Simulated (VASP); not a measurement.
Runs of VASP 6.6.1 on Ge. The structure is that of space group Pm-3m (No. 221), or close to it. The cells are those of the table. 

```tsv
task	cell	k mesh	cutoff (eV)	gap on the mesh (eV)	pressure (GPa)
single point	a = 2.681 Å, 1 atom	13 × 13 × 13	520	none	-3.0
single point	a = 2.611 Å, 1 atom	13 × 13 × 13	520	none	(a)
single point	a = 2.574 Å, 1 atom	13 × 13 × 13	520	none	8.5
single point	a = 2.749 Å, 1 atom	13 × 13 × 13	520	none	-7.2
single point	a = 2.647 Å, 1 atom	13 × 13 × 13	520	none	0.0
single point	a = 2.647 Å, 1 atom	11 × 11 × 11	520	none	0.0
relaxation of cell and atoms	relaxed from a = 2.749 Å, 1 atom	11 × 11 × 11	600	none	0.1
```

Alike in all rows: level LDA; potentials or basis VASP PAW LDA potentials, release 64 (Ge_d); no spin polarisation; smearing fermi-dirac 0.1 eV.

Task: Estimate the missing entries.

Result: (a) 3.8.

A k mesh can miss the band edges, and the runs leave out spin-orbit coupling on Ge.

A gap of «none» marks levels without a gap at the run's occupations.
